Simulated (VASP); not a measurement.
Here is a VASP 6.6.1 calculation.

Contents of POSCAR:

```
Cl
1.0
    0.0000000000      3.1433380990      3.1433380990
    3.1433380990      0.0000000000      3.1433380990
    3.1433380990      3.1433380990      0.0000000000
Cl
2
Direct
    0.0000000000      0.0000000000      0.0000000000
    0.2500000000      0.2500000000      0.2500000000
```

The input INCAR.step1:

```
SYSTEM = Cl
PREC = Accurate
ENCUT = 520
ISMEAR = -1
SIGMA = 0.1
LREAL = .FALSE.
LASPH = .TRUE.
NELM = 80
NBANDS = 14
GGA = PE
ALGO = Normal
EDIFF = 1E-4
LWAVE = .TRUE.
LCHARG = .FALSE.
```

The input INCAR.step2:

```
SYSTEM = Cl
PREC = Accurate
ENCUT = 520
EDIFF = 1E-6
ISMEAR = -1
SIGMA = 0.1
LREAL = .FALSE.
LASPH = .TRUE.
NELM = 80
ALGO = Normal
ISIF = 2
LWAVE = .FALSE.
LCHARG = .TRUE.
METAGGA = R2SCAN
LMIXTAU = .TRUE.
LELF = .TRUE.
LVHAR = .TRUE.
NBANDS = 14
ISTART = 1
```

Contents of KPOINTS:

```
Automatic mesh
0
G
  9 9 9
  0 0 0
```

Potentials or basis: VASP PAW PBE potentials, release 64 (Cl).

The run is started by

```console
$ cat potpaw_PBE.64/Cl/POTCAR > POTCAR
$ cp INCAR.step1 INCAR
$ mpirun -np 1 vasp_std > vasp.out
$ cp INCAR.step2 INCAR
$ mpirun -np 1 vasp_std > vasp.out
```

Problem. Estimate the band gap on the k mesh.

Solution. Zero (bands 7 and 8 overlap by 1.39 eV).

Problem. Predict the pressure.

Solution. 1.5 GPa.

Caveat: the PAW data sets were made with another functional, which shifts forces and pressure a little.
